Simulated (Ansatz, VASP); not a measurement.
## One calculation of Pb, two programs

```xyz
1
Lattice="0.0000 2.5149 2.5149 2.5149 0.0000 2.5149 2.5149 2.5149 0.0000" Properties=species:S:1:pos:R:3 pbc="T T T"
Pb    0.0000    0.0000    0.0000
```

Alike in both runs: task single point; functional r2SCAN; k mesh 14 × 14 × 14; occupations gaussian, width 0.05 eV; no spin polarisation.

```csv
,VASP,Ansatz
version,VASP 6.6.1,Ansatz 0.2.0
potentials or method,"VASP PAW PBE potentials, release 64 (Pb_d), cutoff 520 eV","scalar-relativistic, plane waves, PAW"
valence electrons in the cell,14,14
```

|  | VASP | Ansatz | Ansatz less VASP |
| --- | --- | --- | --- |
| gap on the k mesh at the Fermi level (eV) | none | none | - |
| pressure (GPa) | -0.9 | -0.8 | +0.01 |

VASP's potentials were made for PBE, not for r2SCAN. A gap of «none» marks a metal or a gap that the smearing closes. With one functional, cell and mesh, what is left measures potentials, basis and numerics.

Neither program's run includes spin-orbit coupling.
